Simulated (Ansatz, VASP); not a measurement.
Ta4O: VASP beside Ansatz

```xyz
5
Lattice="3.2575 0.0000 0.0000 0.0000 3.2575 0.0000 0.0000 0.0000 7.4093" Properties=species:S:1:pos:R:3 pbc="T T T"
Ta    0.0000    0.0000    3.7047
Ta    1.6287    1.6287    5.8027
Ta    1.6287    1.6287    1.6067
Ta    0.0000    0.0000    0.0000
O     1.6287    1.6287    3.7047
```

Alike in both runs: task single point; functional PBEsol; k mesh 8 × 8 × 4; occupations gaussian, width 0.1 eV; no spin polarisation.

|  | VASP | Ansatz |
| --- | --- | --- |
| version | VASP 6.6.1 | Ansatz 0.2.0 |
| potentials or method | VASP PAW PBE potentials, release 64 (Ta_pv, O), cutoff 520 eV | scalar-relativistic, plane waves, PAW |
| valence electrons in the cell | 50 | 58 |

Ansatz gave:

| Quantity | Value |
| --- | --- |
| gap on the k mesh at the Fermi level (eV) | none |
| pressure (GPa) | -8.1 |
| traceless stress, the component that is largest in VASP (GPa) | -0.43 |
| rms of the force components (eV/Å) | 0.006 |

Problem. Which values does VASP return?

Solution. gap on the k mesh at the Fermi level (eV): none; pressure (GPa): -7.8; traceless stress, the component that is largest in VASP (GPa): -0.30; rms of the force components (eV/Å): 0.006.

VASP's potentials were made for PBE, not for PBEsol. Atom by atom the forces differ by 0.013 eV/Å (rms over components). A gap of «none» marks a metal or a gap that the smearing closes. VASP's potentials hold 50 valence electrons a cell and Ansatz's 58, so a difference there can come from the potentials and not from the codes.

Spin-orbit coupling is off throughout.
